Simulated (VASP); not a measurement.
C, 2 atoms in the cell. It takes space group I4_1/amd (No. 141, tetragonal). The conventional cell has a = 2.518 Å, b = 2.518 Å, c = 3.347 Å, α = 90.00°, β = 90.00°, γ = 90.00°. Within 2.0 Å of C (site symmetry -4m2) lie 4 C at 1.51 Å.  This cell differs from its parent crystal: strain -0.0600 x Voigt [0, 0, 1, 0, 0, 0].

```yaml
Program: VASP 6.6.1
Task: single point
Functional: r2SCAN
Potentials_or_basis: VASP PAW PBE potentials, release 64 (C)
Cutoff: 520 eV
k_mesh: 12 × 12 × 12
Occupations: gaussian, width 0.05 eV
Spin: no spin polarisation
Dipole_correction: no
Further_INCAR_settings: ALGO = Normal; EDIFF = 1e-07; NBANDS = 11
```

Potentials or basis: VASP PAW PBE potentials, release 64 (C).

Launch:

```console
$ cat potpaw_PBE.64/C/POTCAR > POTCAR
$ cp INCAR.step1 INCAR
$ mpirun -np 1 vasp_std > vasp.out
$ cp INCAR.step2 INCAR
$ mpirun -np 1 vasp_std > vasp.out
```

Hardware: 1 thread of Intel(R) Xeon(R) Platinum 8259CL CPU @ 2.50GHz (Skylake/Cascade Lake), with other jobs on the host.

Estimate the wall time of this run.

Run time: 63 s on 1 thread of Intel(R) Xeon(R) Platinum 8259CL CPU @ 2.50GHz (Skylake/Cascade Lake), on a shared host, peak memory 0.12 GiB. Counts: k points 163.
